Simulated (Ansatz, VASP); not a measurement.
## One calculation of Mg3PN, two programs

```xyz
5
Lattice="4.1834 0.0000 0.0000 0.0000 4.1834 0.0000 0.0000 0.0000 4.1834" Properties=species:S:1:pos:R:3 pbc="T T T"
P     0.0000    0.0000    0.0000
N     2.0917    2.0917    2.0917
Mg    2.0917    2.0917    0.0000
Mg    2.0917    0.0000    2.0917
Mg    0.0000    2.0917    2.0917
```

Alike in both runs: task single point; functional PBE; k mesh 4 × 4 × 4; occupations gaussian, width 0.05 eV; no spin polarisation.

```csv
,VASP,Ansatz
version,VASP 6.6.1,Ansatz 0.2.0
potentials or method,"VASP PAW PBE potentials, release 64 (P, N, Mg), cutoff 600 eV","scalar-relativistic, plane waves, PAW"
valence electrons in the cell,16,40
```

VASP gave:

```
gap on the k mesh at the Fermi level (eV) : 1.74
least direct gap on the mesh (eV)         : 1.76
pressure (GPa)                            : -0.3
```

Problem. Which values does Ansatz return?

Solution. gap on the k mesh at the Fermi level (eV): 1.75; least direct gap on the mesh (eV): 1.76; pressure (GPa): 0.0.

With one functional, cell and mesh, what is left measures potentials, basis and numerics. VASP's potentials hold 16 valence electrons a cell and Ansatz's 40, so a difference there can come from the potentials and not from the codes.
